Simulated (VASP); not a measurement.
Here is a VASP 6.6.1 calculation.

File INCAR:

```
SYSTEM = SnO
PREC = Accurate
ENCUT = 1000
EDIFF = 1E-8
ISMEAR = -1
SIGMA = 0.01
LREAL = .False.
LASPH = .True.
NELM = 120
ALGO = Normal
ISIF = 2
LWAVE = .False.
LCHARG = .False.
GGA = PS
LEFG = .True.
NBANDS = 28
GGA_COMPAT = .False.
```

File KPOINTS:

```
regular mesh
0
Gamma
  8 8 6
  0 0 0
```

Contents of POSCAR:

```
SnO
1.0
    3.8020000000      0.0000000000      0.0000000000
    0.0000000000      3.8020000000      0.0000000000
    0.0000000000      0.0000000000      4.8360000000
Sn O
2 2
Direct
    0.0000000000      0.5000000000      0.2385000000
    0.5000000000      0.0000000000      0.7615000000
    0.0000000000      0.0000000000      0.0000000000
    0.5000000000      0.5000000000      0.0000000000
```

Potentials or basis: VASP PAW PBE potentials, release 64 (Sn_d, O_h).

Command:

```bash
$ cat potpaw_PBE.64/Sn_d/POTCAR potpaw_PBE.64/O_h/POTCAR > POTCAR
$ mpirun -np 1 vasp_std > vasp.out
```

Question: What does it give for the band gap on the k mesh?

Answer: 0.01 eV (least direct gap 1.90 eV).

Question: Predict the largest force.

Answer: 0.143 eV/Å.

Question: Predict the pressure.

Answer: 0.3 GPa.

Electric field gradients, principal values (V/Å²):
| atom | least | middle | greatest (by size) |
| --- | --- | --- | --- |
| 1 Sn | 80.804 | 80.804 | -161.608 |
| 2 Sn | 80.804 | 80.804 | -161.608 |
| 3 O | -1.034 | -1.034 | 2.069 |
| 4 O | -1.034 | -1.034 | 2.069 |

Caveat: semilocal functionals underestimate gaps, and a narrow one can read as zero; without QUAD_EFG the Cq values of the log hold for a quadrupole moment of 1 mb, not for the nuclei; the PAW data sets were made with another functional, which shifts forces and pressure a little; spin-orbit coupling is left out, which moves the levels of the heavy elements. A k mesh can miss the band edges.
